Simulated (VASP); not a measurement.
Here is a VASP 6.6.1 calculation.

The input INCAR:

```
SYSTEM = GaSb
PREC     = Accurate       ! precision mode
ENCUT    = 520            ! plane-wave cutoff, eV
EDIFF    = 1E-6           ! SCF threshold, eV
ISMEAR   = 0              ! smearing method
SIGMA    = 0.1            ! smearing width, eV
LREAL    = Auto         
LASPH    = .TRUE.         ! aspherical terms in the spheres
NELM     = 80             ! most SCF steps
ALGO     = Normal         ! electronic algorithm
ISIF     = 2              ! what is computed and relaxed
LWAVE    = .FALSE.        ! write WAVECAR
LCHARG   = .FALSE.        ! write CHGCAR
LDIPOL   = .TRUE.       
IDIPOL   = 3            
DIPOL    = 0.5 0.5 0.502
GGA      = PE             ! functional
IVDW     = 12             ! dispersion correction
NBANDS   = 86             ! bands
```

KPOINTS

```
regular mesh
0
G
  3 3 1
  0 0 0
```

File POSCAR:

```
GaSb
1.0
    8.6680824697      0.0000000000      0.0000000000
   -4.3340412349      7.5067796209      0.0000000000
    0.0000000000      0.0000000000     20.4234123123
Sb Ga
8 8
Direct
    0.5000000000      0.0000000000      0.3917073150
    0.5000000000      0.5000000000      0.3917073150
    0.0000000000      0.0000000000      0.3917073150
    0.0000000000      0.5000000000      0.3917073150
    0.6666666667      0.8333333333      0.5724690496
    0.6666666667      0.3333333333      0.5724690496
    0.1666666667      0.8333333333      0.5724690496
    0.1666666667      0.3333333333      0.5724690496
    0.1666666667      0.8333333333      0.4350243890
    0.1666666667      0.3333333333      0.4350243890
    0.6666666667      0.8333333333      0.4350243890
    0.6666666667      0.3333333333      0.4350243890
    0.3333333333      0.6666666667      0.6095843740
    0.3333333333      0.1666666667      0.6095843740
    0.8333333333      0.6666666667      0.6095843740
    0.8333333333      0.1666666667      0.6095843740
```

Potentials or basis: VASP PAW PBE potentials, release 64 (Sb, Ga_d).

Command:

```console
$ cat potpaw_PBE.64/Sb/POTCAR potpaw_PBE.64/Ga_d/POTCAR > POTCAR
$ mpirun -np 1 vasp_std > vasp.out
```

Question: What does it give for the band gap on the k mesh?

Answer: 0.06 eV.

Question: Predict the dispersion energy per atom.

Answer: -0.222 eV.

Question: What does it give for the largest force?

Answer: 0.172 eV/Å.

Forces in eV/Å, atoms in the order of the input:
```
Sb   0.000  0.000  0.170
Sb   0.000  0.000  0.170
Sb   0.000  0.000  0.170
Sb   0.000  0.000  0.170
Sb   0.000  0.000 -0.026
Sb   0.000  0.000 -0.026
Sb   0.000  0.000 -0.026
Sb   0.000  0.000 -0.026
Ga   0.000  0.000 -0.172
Ga   0.000  0.000 -0.172
Ga   0.000  0.000 -0.172
Ga   0.000  0.000 -0.172
Ga   0.000  0.000  0.029
Ga   0.000  0.000  0.029
Ga   0.000  0.000  0.029
Ga   0.000  0.000  0.029
```

Caveat: semilocal functionals underestimate gaps, and a narrow one can read as zero; spin-orbit coupling is left out, which moves the levels of the heavy elements.
